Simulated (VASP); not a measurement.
# Au: single point with LDA

The system is Au.

```
CELL_PARAMETERS angstrom
-1.60824 1.60824 1.60824
1.60824 -1.60824 1.60824
1.60824 1.60824 -1.60824
ATOMIC_POSITIONS crystal
Au 0.00000 0.00000 0.00000
```

```json
{
 "Program": "VASP 6.6.1",
 "Task": "single point",
 "Functional": "LDA",
 "Potentials or basis": "VASP PAW LDA potentials, release 64 (Au)",
 "Cutoff": "520 eV",
 "k mesh": "11 × 11 × 11",
 "Occupations": "fermi-dirac, width 0.05 eV",
 "Spin": "no spin polarisation"
}
```

- Pressure: 0.6 GPa

Levels at points of the mesh, in eV from the Fermi level:
| k point | band 2 | band 3 | band 4 | band 5 | band 6 | band 7 | band 8 | band 9 | band 10 | band 11 |
| --- | --- | --- | --- | --- | --- | --- | --- | --- | --- | --- |
| (0.00, 0.00, 0.00) | -4.86 | -4.86 | -4.86 | -2.82 | -2.82 | 16.63 | 16.63 | 16.63 | 24.83 | 24.83 |

It took 4 s on 1 thread of Intel(R) Xeon(R) 6975P-C (Granite Rapids), on a shared host, peak memory 0.13 GiB.

Caveat: spin-orbit coupling is left out, which moves the levels of the heavy elements.
